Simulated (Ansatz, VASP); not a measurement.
# One calculation of SiC, two programs

File POSCAR:

```
SiC
1.0
    3.0760000000      0.0000000000      0.0000000000
   -1.5380000000      2.6638941420      0.0000000000
    0.0000000000      0.0000000000      5.0480000000
Si C
2 2
Direct
    0.6666666667      0.3333333333      0.5000000000
    0.3333333333      0.6666666667      0.0000000000
    0.6666666667      0.3333333333      0.8850000000
    0.3333333333      0.6666666667      0.3850000000
```

Contents of INCAR.step1:

```
SYSTEM = SiC
PREC     = Accurate       ! precision mode
ENCUT    = 520            ! plane-wave cutoff, eV
ISMEAR   = -1             ! smearing method
SIGMA    = 0.05           ! smearing width, eV
LREAL    = .FALSE.        ! projectors in reciprocal space
LASPH    = .TRUE.         ! aspherical terms in the spheres
NELM     = 60             ! most SCF steps
NBANDS   = 16             ! bands
GGA      = PE             ! functional
ALGO     = Normal         ! electronic algorithm
EDIFF    = 1E-4           ! SCF threshold, eV
LWAVE    = .TRUE.         ! write WAVECAR
LCHARG   = .FALSE.        ! write CHGCAR
```

Contents of INCAR.step2:

```
SYSTEM = SiC
PREC     = Accurate       ! precision mode
ENCUT    = 520            ! plane-wave cutoff, eV
EDIFF    = 1E-6           ! SCF threshold, eV
ISMEAR   = -1             ! smearing method
SIGMA    = 0.05           ! smearing width, eV
LREAL    = .FALSE.        ! projectors in reciprocal space
LASPH    = .TRUE.         ! aspherical terms in the spheres
NELM     = 60             ! most SCF steps
ALGO     = Normal         ! electronic algorithm
ISIF     = 2              ! what is computed and relaxed
LWAVE    = .FALSE.        ! write WAVECAR
LCHARG   = .FALSE.        ! write CHGCAR
METAGGA  = R2SCAN         ! meta-GGA
LMIXTAU  = .TRUE.       
NBANDS   = 16             ! bands
ISTART   = 1
```

Contents of KPOINTS:

```
regular mesh
0
G
  6 6 3
  0 0 0
```

The input input.yaml:

```yaml
crystal:
  lattice:
    - [3.076, 0.0, 0.0]
    - [-1.538, 2.663894142, 0.0]
    - [0.0, 0.0, 5.048]
  atoms:
    - { symbol: Si, position: [0.6666666667, 0.3333333333, 0.5] }
    - { symbol: Si, position: [0.3333333333, 0.6666666667, 0.0] }
    - { symbol: C, position: [0.6666666667, 0.3333333333, 0.885] }
    - { symbol: C, position: [0.3333333333, 0.6666666667, 0.385] }
hamiltonian:
  xc: r2scan
  pseudopotentials: { kind: paw }
kpoints:
  mp_grid: { grid: [6, 6, 3] }
scf:
  occupations: { method: fermi_dirac, width: 0.05 }
  n_extra_bands: 10
output:
  forces: true
  stress: true
  eigenvalues: true
  dos: { projected: true, de: 0.05, nscf_kmesh: { grid: [9, 9, 5] } }
```

Alike in both runs: functional r2SCAN; k mesh 6 × 6 × 3; occupations fermi-dirac, width 0.05 eV; no spin polarisation.

|  | VASP | Ansatz |
| --- | --- | --- |
| version | VASP 6.6.1 | Ansatz 0.2.0 |
| potentials or method | VASP PAW PBE potentials, release 64 (Si, C) | Ansatz PAW |
| plane-wave cutoff (eV) | 520 | 500 |
| valence electrons in the cell | 16 | 16 |
| task | single point | projected density of states |

```tsv
	VASP	Ansatz	Ansatz less VASP
gap on the k mesh at the Fermi level (eV)	2.70	2.69	-0.007
least direct gap on the mesh (eV)	4.59	4.58	-0.008
pressure (GPa)	0.0	0.2	+0.19
traceless stress, the component that is largest in VASP (GPa)	-2.72	-2.76	-0.044
rms of the force components (eV/Å)	0.444	0.445	+0.0007
```

VASP's potentials were made for PBE, not for r2SCAN. Atom by atom the forces differ by 0.001 eV/Å (rms over components). The functional is the same, so the differences come from potentials, cutoffs and numerics.

Noted on Ansatz's run: odd divisions of the mesh miss points on the zone boundary, where band edges often lie, so the gap on the mesh can be too wide.
